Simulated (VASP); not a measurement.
Input of a VASP 6.6.1 run:

Contents of INCAR:

```
SYSTEM = BaTiO3
PREC = Accurate ; ENCUT = 520
EDIFF = 1E-7 ; ISMEAR = 0
SIGMA = 0.05 ; LREAL = .False.
LASPH = .True. ; NELM = 100
ALGO = Normal ; ISIF = 2
LWAVE = .False. ; LCHARG = .False.
GGA = PE ; NBANDS = 28
```

File KPOINTS:

```
Automatic mesh
0
Gamma
  6 6 6
  0 0 0
```

File POSCAR:

```
BaTiO3
1.0
    3.0224497968      1.7450122038      2.1143486673
   -3.0224497968      1.7450122038      2.1143486673
    0.0000000000     -3.4900244076      2.1143486673
Ba Ti O
1 1 3
Direct
    0.0049545205      0.0049545205      0.0049545205
    0.5191875227      0.5191875227      0.5191875227
    0.4883938465      0.4883938465      0.9777702638
    0.4883938465      0.9777702638      0.4883938465
    0.9777702638      0.4883938465      0.4883938465
```

Potentials or basis: VASP PAW PBE potentials, release 64 (Ba_sv, Ti_sv, O).

Launch:

```sh
$ cat potpaw_PBE.64/Ba_sv/POTCAR potpaw_PBE.64/Ti_sv/POTCAR potpaw_PBE.64/O/POTCAR > POTCAR
$ mpirun -np 1 vasp_std > vasp.out
```

Task: Estimate the band gap on the k mesh.

Result: 1.94 eV, indirect (least direct gap 2.37 eV).

Task: What does it give for the pressure?

Result: 1.6 GPa.

Task: Predict the largest force.

Result: 0.500 eV/Å.

Stress tensor (GPa, compression positive):
```
-10.12   0.00   0.00
  0.00 -10.12   0.00
  0.00   0.00  24.94
```

Caveat: spin-orbit coupling is left out, which moves the levels of the heavy elements. A k mesh can miss the band edges.
